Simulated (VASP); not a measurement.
# SiC (Moissanite 3C) in VASP: further runs

Runs on SiC (Moissanite 3C). Level: PBE. Tasks: single point, relaxation of the atoms.

Program: VASP 6.6.1. These are calculated values, not measurements. Logs are shortened: lines on timing, memory, paths and dates and some standing lists are left out, and cuts for length are marked.

## (1) The cell of the first run

The structure is tetragonal, space group I-4m2 (No. 119). Conventional cell: a = 3.082 Å, b = 3.082 Å, c = 4.445 Å, α = 90.00°, β = 90.00°, γ = 90.00°. Within 2.5 Å of Si (site symmetry -4m2) lie 4 C at 1.90 Å. Within 2.5 Å of C (site symmetry -4m2) lie 4 Si at 1.90 Å.

## (2) Single point, PBE (z stretched by +2 %, then relaxed in part)

The input, INCAR:

```
SYSTEM = SiC
PREC = Accurate ; ENCUT = 520
EDIFF = 1E-6 ; ISMEAR = -1
SIGMA = 0.02 ; LREAL = .False.
LASPH = .True. ; NELM = 100
ALGO = Normal ; ISIF = 2
LWAVE = .False. ; LCHARG = .False.
GGA = PE ; NBANDS = 11
```

The input, KPOINTS:

```
regular mesh
0
Gamma
  17 17 17
  0 0 0
```

The input, POSCAR:

```
SiC
1.0
    0.0000000000      2.1790000000      2.2225800000
    2.1790000000      0.0000000000      2.2225800000
    2.1790000000      2.1790000000      0.0000000000
Si C
1 1
Direct
    0.0000000000      0.0000000000      0.0000000000
    0.2500000000      0.2500000000      0.2500000000
```

Potentials or basis: VASP PAW PBE potentials, release 64 (Si, C).

Run with:

```sh
$ cat potpaw_PBE.64/Si/POTCAR potpaw_PBE.64/C/POTCAR > POTCAR
$ mpirun -np 1 vasp_std > vasp.out
```

OUTCAR:

```text
SYSTEM = SiC
   PREC = Accurate
   ENCUT = 520
   EDIFF = 1E-6
   ISMEAR = -1
   LREAL = .False.
   LASPH = .True.
   NELM = 100
   ISIF = 2
   GGA = PE

 ion  position               nearest neighbor table
   1  0.000  0.000  0.000-   2 1.90   2 1.90   2 1.90   2 1.90
   2  0.250  0.250  0.250-   1 1.90   1 1.90   1 1.90   1 1.90

  LATTYP: Found a body centered tetragonal cell.
 ALAT       =     3.0815713524
 C/A-ratio  =     1.4424978336

  Lattice vectors:

 A1 = (  -2.1790000000,   0.0000000000,   2.2225800000)
 A2 = (   2.1790000000,   0.0000000000,   2.2225800000)
 A3 = (   0.0000000000,   2.1790000000,  -2.2225800000)

Analysis of symmetry for initial positions (statically):
=====================================================================
 Subroutine PRICEL returns:
 Original cell was already a primitive cell.

 Routine SETGRP: Setting up the symmetry group for a
 body centered tetragonal supercell.

 Subroutine GETGRP returns: Found  8 space group operations
 (whereof  8 operations were pure point group operations)
 out of a pool of 16 trial point group operations.

The static configuration has the point symmetry D_2d.

Analysis of symmetry for dynamics (positions and initial velocities):
=====================================================================
 Subroutine PRICEL returns:
 Original cell was already a primitive cell.

 Routine SETGRP: Setting up the symmetry group for a
 body centered tetragonal supercell.

 Subroutine GETGRP returns: Found  8 space group operations
 (whereof  8 operations were pure point group operations)
 out of a pool of 16 trial point group operations.

The dynamic configuration has the point symmetry D_2d.

 Subroutine INISYM returns: Found  8 space group operations
 (whereof  8 operations are pure point group operations),
 and found     1 'primitive' translations

----------------------------------------------------------------------------------------

                                     Primitive cell

  volume of cell :      21.1058

  direct lattice vectors                    reciprocal lattice vectors
     0.000000000  2.179000000  2.222580000    -0.229463056  0.229463056  0.224963781
     2.179000000  0.000000000  2.222580000     0.229463056 -0.229463056  0.224963781
     2.179000000  2.179000000  0.000000000     0.229463056  0.229463056 -0.224963781

  length of vectors
     3.112539615  3.112539615  3.081571352     0.394861104  0.394861104  0.394861104

  position of ions in fractional coordinates (direct lattice)
     0.000000000  0.000000000  0.000000000
     0.250000000  0.250000000  0.250000000

  ion indices of the primitive-cell ions
   primitive index   ion index
                 1           1
                 2           2

----------------------------------------------------------------------------------------

 KPOINTS: regular mesh

Automatic generation of k-mesh.
 Grid dimensions read from file:
 generate k-points for:   17   17   17

 Generating k-lattice:

  Cartesian coordinates                     Fractional coordinates (reciprocal lattice)
    -0.013497827  0.013497827  0.013233164     0.058823529  0.000000000  0.000000000
     0.013497827 -0.013497827  0.013233164     0.000000000  0.058823529  0.000000000
     0.013497827  0.013497827 -0.013233164     0.000000000  0.000000000  0.058823529

  Length of vectors
     0.023227124  0.023227124  0.023227124

  Shift w.r.t. Gamma in fractional coordinates (k-lattice)
     0.000000000  0.000000000  0.000000000

 Subroutine IBZKPT returns following result:
 ===========================================

 Found    405 irreducible k-points:

 Following reciprocal coordinates:
            Coordinates               Weight
  0.000000  0.000000  0.000000      1.000000
  0.058824  0.000000  0.000000      8.000000
  0.117647  0.000000  0.000000      8.000000
  0.176471 -0.000000  0.000000      8.000000
  0.235294  0.000000  0.000000      8.000000
  0.294118  0.000000  0.000000      8.000000
[... 16 lines left out ...]
 -0.176471  0.058824  0.000000      8.000000
 -0.117647  0.058824  0.000000      8.000000
 [... further k-points ...]
   k-points           NKPTS =    405   k-points in BZ     NKDIM =    405   number of bands    NBANDS=     11
   number of dos      NEDOS =    301   number of ions     NIONS =      2
   total plane-waves  NPLWV =  13824
   dimension x,y,z NGX =    24 NGY =   24 NGZ =   24
   dimension x,y,z NGXF=    48 NGYF=   48 NGZF=   48
   ions per type =               1   1
   NGX,Y,Z   is equivalent  to a cutoff of  12.82, 12.82, 12.95 a.u.
   NGXF,Y,Z  is equivalent  to a cutoff of  25.64, 25.64, 25.90 a.u.
 SYSTEM =  SiC
   PREC   = accura    normal or accurate (medium, high low for compatibility)
   ISTART =      0    job   : 0-new  1-cont  2-samecut
   ICHARG =      2    charge: 1-file 2-atom 10-const
   ISPIN  =      1    spin polarized calculation?
   LNONCOLLINEAR =      F non collinear calculations
   LSORBIT =      F    spin-orbit coupling
   LASPH  =      T    aspherical Exc in radial PAW
   ENCUT  =  520.0 eV  38.22 Ry    6.18 a.u.   5.79  5.79  5.73*2*pi/ulx,y,z
   NELM   =    100;   NELMIN=  2; NELMDL= -5     # of ELM steps
   EDIFF  = 0.1E-05   stopping-criterion for ELM
   LREAL  =      F    real-space projection
   EDIFFG = 0.1E-04   stopping-criterion for IOM
   NSW    =      0    number of steps for IOM
   IBRION =     -1    ionic relax: 0-MD 1-quasi-New 2-CG
   NFREE  =      0    steps in history (QN), initial steepest desc. (CG)
   ISIF   =      2    stress and relaxation
   ISYM   =      2    0-nonsym 1-usesym 2-fastsym
   POTIM  = 0.5000    time-step for ionic-motion
   TEBEG  =    0.0;   TEEND  =   0.0 temperature during run
   PSTRESS=    0.0 pullay stress
   NELECT =       8.0000    total number of electrons
   NUPDOWN=      -1.0000    fix difference up-down
   EMIN   =  10.00;   EMAX   =-10.00  energy-range for DOS
   EFERMI =   0.00;   METHOD = LEGACY
   ISMEAR =    -1;   SIGMA  =   0.02  broadening in eV -4-tet -1-fermi 0-gaus
   EFERMI_NEDOS =   21; number of points for ismear=-14 and -15
   IALGO  =     38    algorithm
   IMIX   =      4    mixing-type and parameters
     AMIX     =   0.40;   BMIX     =  1.00
     AMIX_MAG =   1.60;   BMIX_MAG =  1.00
  volume/ion in A,a.u.               =      10.55        71.21
  Fermi-wavevector in a.u.,A,eV,Ry     =   1.184780  2.238909 19.098532  1.403703
  Thomas-Fermi vector in A             =   2.320987
   LORBIT       =      0    0 simple, 1 ext, 2 COOP (PROOUT), +10 PAW based schemes
   GGA     = PE    functional components
   LHFCALC =     F    Hartree Fock is set to
   AEXX    =    0.0000 exact exchange contribution
   IVDW    =     0    specifies the selected vdW correction
   LEPSILON=     F    determine dielectric tensor
   LRPA    =     F    only Hartree local field effects (RPA)
 non-spin polarized calculation
  energy-cutoff  :      520.00
  volume of cell :       21.11
 maximum number of plane-waves:       581
   NGX = 11   NGY = 11   NGZ = 11

 number of electron       8.0000001 magnetization

 Free energy of the ion-electron system (eV)
  ---------------------------------------------------
  ext. energy  EPLUGINS =         0.00000000
  ---------------------------------------------------
  free energy    TOTEN  =       -15.05611487 eV

  energy without entropy =      -15.05611487  energy(sigma->0) =      -15.05611487

 E-fermi :   8.3719     XC(G=0): -11.2705

 val. band max:        7.9337278013   @ k =   0.0000   0.0000   0.0000
 cond. band min:       9.2463455602   @ k =   0.4706   0.0000   0.4706
 fundamental gap:      1.3126177589
 Fermi energy:         8.3719192514

 k-point     1 :       0.0000    0.0000    0.0000
  band No.  band energies     occupation
      1      -7.3619      2.00000
      2       7.7956      2.00000
      3       7.9337      2.00000
      4       7.9337      2.00000
      5      13.8858      0.00000
      6      15.0419      0.00000
      7      15.0419      0.00000
      8      15.0940      0.00000
      9      21.9651      0.00000
     10      22.5764      0.00000
     11      24.0619      0.00000

 k-point     2 :       0.0588    0.0000    0.0000
  band No.  band energies     occupation
      1      -7.2952      2.00000
      2       7.4956      2.00000
      3       7.8027      2.00000
      4       7.8886      2.00000
      5      14.0542      0.00000
      6      15.0757      0.00000
      7      15.1344      0.00000
      8      15.1904      0.00000
      9      21.5565      0.00000
     10      22.1167      0.00000
     11      24.1447      0.00000

 k-point     3 :       0.1176    0.0000    0.0000
  band No.  band energies     occupation
      1      -7.0961      2.00000
      2       6.5514      2.00000
      3       7.6525      2.00000
      4       7.7662      2.00000
      5      14.1731      0.00000
      6      15.3385      0.00000
      7      15.3700      0.00000
      8      15.5092      0.00000
      9      20.9159      0.00000
     10      21.3771      0.00000
     11      23.8672      0.00000

 k-point     4 :       0.1765   -0.0000    0.0000
  band No.  band energies     occupation
      1      -6.7677      2.00000
      2       5.3123      2.00000
      3       7.4575      2.00000
      4       7.5972      2.00000
      5      14.0030      0.00000
      6      15.5732      0.00000
      7      15.6283      0.00000
      8      16.1946      0.00000
      9      20.5628      0.00000
     10      20.8867      0.00000
     11      23.3372      0.00000
[... 239 lines left out ...]
 k-point    22 :      -0.2353    0.0588    0.0000
  band No.  band energies     occupation
      1      -6.0751      2.00000
      2       3.5222      2.00000
      3       6.6646      2.00000
      4       7.5351      2.00000
      5      13.8689      0.00000
      6      15.6305      0.00000
      7      15.7157      0.00000
      8      17.0084      0.00000
      9      20.1892      0.00000
     10      21.7126      0.00000
     11      23.3427      0.00000

 k-point    23 :      -0.1765    0.0588    0.0000
  band No.  band energies     occupation
      1      -6.5660      2.00000
      2       4.8531      2.00000
      3       6.8877      2.00000
      4       7.7171      2.00000
      5      14.1175      0.00000
      6      15.5470      0.00000
      7      15.6090      0.00000
      8      16.5358      0.00000
      9      20.0561      0.00000
     10      21.3304      0.00000
     11      23.5950      0.00000

 k-point    24 :      -0.1176    0.0588    0.0000
  band No.  band energies     occupation
      1      -6.9377      2.00000
      2       6.1058      2.00000
      3       7.1473      2.00000
      4       7.8564      2.00000
      5      14.3299      0.00000
      6      15.1716      0.00000
      7      15.3389      0.00000
      8      16.1269      0.00000
      9      20.4481      0.00000
     10      21.3581      0.00000
     11      24.0971      0.00000

 [... further k-points ...]
[... 5 lines left out ...]
  --------------------------------------------------------------------------------------
  -------------------------------------------------------------------------------------
  Total        0.0870999      0.0870999     -0.6092666      0.0000000      0.0000000      0.0000000
  in kB        6.6119008      6.6119008    -46.2504637      0.0000000      0.0000000      0.0000000
  external PRESSURE =     -11.0088874 kB  Pullay stress =       0.0000000 kB

 VOLUME and BASIS-vectors are now :
 -----------------------------------------------------------------------------
  energy-cutoff  :      520.00
  volume of cell :       21.11
      direct lattice vectors                 reciprocal lattice vectors
     0.000000000  2.179000000  2.222580000    -0.229463056  0.229463056  0.224963781
     2.179000000  0.000000000  2.222580000     0.229463056 -0.229463056  0.224963781
     2.179000000  2.179000000  0.000000000     0.229463056  0.229463056 -0.224963781

 POSITION                                       TOTAL-FORCE (eV/Angst)
 -----------------------------------------------------------------------------------
      0.00000      0.00000      0.00000        -0.000000      0.000000     -0.000000
      1.08950      1.08950      1.11129         0.000000     -0.000000      0.000000
 -----------------------------------------------------------------------------------
    total drift:                                0.000000      0.000000      0.000000

  FREE ENERGIE OF THE ION-ELECTRON SYSTEM (eV)
  ---------------------------------------------------
  free  energy   TOTEN  =       -15.0561148705 eV

  energy  without entropy=      -15.0561148705  energy(sigma->0) =      -15.05611487
```

Wall time 70 s (1 thread of Intel Xeon Platinum 8259CL at 2.50GHz (Skylake/Cascade Lake), shared host); peak memory 0.2 GiB.

What came out:

* Free energy: -15.0561 eV
* Pressure: -1.1 GPa
* Band gap on the k mesh: 1.31 eV, indirect (least direct gap 4.52 eV)

Stress tensor (GPa, compression positive):
```
 0.66  0.00  0.00
 0.00  0.66  0.00
 0.00  0.00 -4.63
```

Caveat: the cell differs from its parent crystal (z stretched by +2 %, then relaxed in part).

## (3) Relaxation of the atoms, PBE (volume scaled by 1.06)

The input, INCAR:

```
  PREC = Accurate
  ENCUT = 520
  EDIFF = 1E-6
  ISMEAR = -1
  SIGMA = 0.02
  LREAL = F
  LASPH = T
  NELM = 100
  ALGO = Normal
  ISIF = 2
  LWAVE = F
  LCHARG = F
  GGA = PE
  IBRION = 2
  NSW = 80
  EDIFFG = -0.02
```

The input, KPOINTS:

```
Automatic mesh
0
Gamma
  17 17 17
```

The input, POSCAR:

```
SiC
1.0
    0.0000000000      2.2217363401      2.2217363401
    2.2217363401      0.0000000000      2.2217363401
    2.2217363401      2.2217363401      0.0000000000
Si C
1 1
Direct
    0.0000000000      0.0000000000      0.0000000000
    0.2500000000      0.2500000000      0.2500000000
```

Potentials or basis: VASP PAW PBE potentials, release 64 (Si, C).

Run with:

```sh
$ cat potpaw_PBE.64/Si/POTCAR potpaw_PBE.64/C/POTCAR > POTCAR
$ mpirun -np 1 vasp_std > vasp.out
```

Run time: 41 s. Hardware: 1 thread of AMD EPYC 7R43 (Zen 3), shared host; peak memory 0.12 GiB.

Results (log left out):

* Free energy: -15.0355 eV
* Pressure after relaxing: -8.5 GPa
* Band gap on the k mesh: 1.45 eV, indirect (least direct gap 4.50 eV)

Final structure:
```
Si C
1.0
     0.00000    2.22174    2.22174
     2.22174    0.00000    2.22174
     2.22174    2.22174    0.00000
Si C
1 1
Direct
  0.00000 0.00000 0.00000
  0.25000 0.25000 0.25000
```

Levels at points of the mesh, in eV from the valence-band top:
| k point | band 1 | band 2 | band 3 | band 4 | band 5 | band 6 | band 7 | band 8 |
| --- | --- | --- | --- | --- | --- | --- | --- | --- |
| (0.00, 0.00, 0.00) | -14.95 | 0.00 | 0.00 | 0.00 | 5.55 | 6.91 | 6.91 | 6.91 |

Caveat: the relaxation stopped at its first step, so nothing moved. A k mesh can miss the band edges.
